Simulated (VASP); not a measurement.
A run of VASP 6.6.1:

Contents of INCAR:

```
SYSTEM = TmI4
PREC = Accurate
ENCUT = 500
EDIFF = 1E-7
ISMEAR = 0
SIGMA = 0.2
LREAL = .FALSE.
LASPH = .TRUE.
NELM = 200
ALGO = Normal
ISIF = 3
LWAVE = .FALSE.
LCHARG = .FALSE.
GGA = PE
IBRION = 2
NSW = 36
EDIFFG = -0.08
GGA_COMPAT = .FALSE.
NELMIN = 4
LMAXMIX = 6
```

File KPOINTS:

```
regular mesh
0
G
  4 4 2
  0 0 0
```

File POSCAR:

```
TmI4
1.0
    4.8199046700      0.0000000000      0.0000000000
   -2.4099523400      4.1741598900      0.0000000000
    0.0000000000      0.0000000000     10.6571751200
Tm I
1 4
Direct
    0.0000000000      0.0000000000      0.0953600400
    0.3333333300      0.6666666700      0.3102613900
    0.6666666700      0.3333333300      0.3102613900
    0.3333333300      0.6666666700      0.7982393600
    0.6666666700      0.3333333300      0.7982393600
```

Potentials or basis: VASP PAW PBE potentials, release 64 (Tm_3, I), 4f in core.

The run is started by

```console
$ cat potpaw_PBE.64/Tm_3/POTCAR potpaw_PBE.64/I/POTCAR > POTCAR
$ mpirun -np 1 vasp_std > vasp.out
```

Hardware: 1 thread of Intel(R) Xeon(R) Platinum 8488C (Sapphire Rapids) (shared host).

Estimate the wall time of this run.

Wall time 13 min on 1 thread of Intel(R) Xeon(R) Platinum 8488C (Sapphire Rapids) (shared host), peak memory 0.34 GiB. Counts: scf iterations 310, k points 8, ion steps 25.
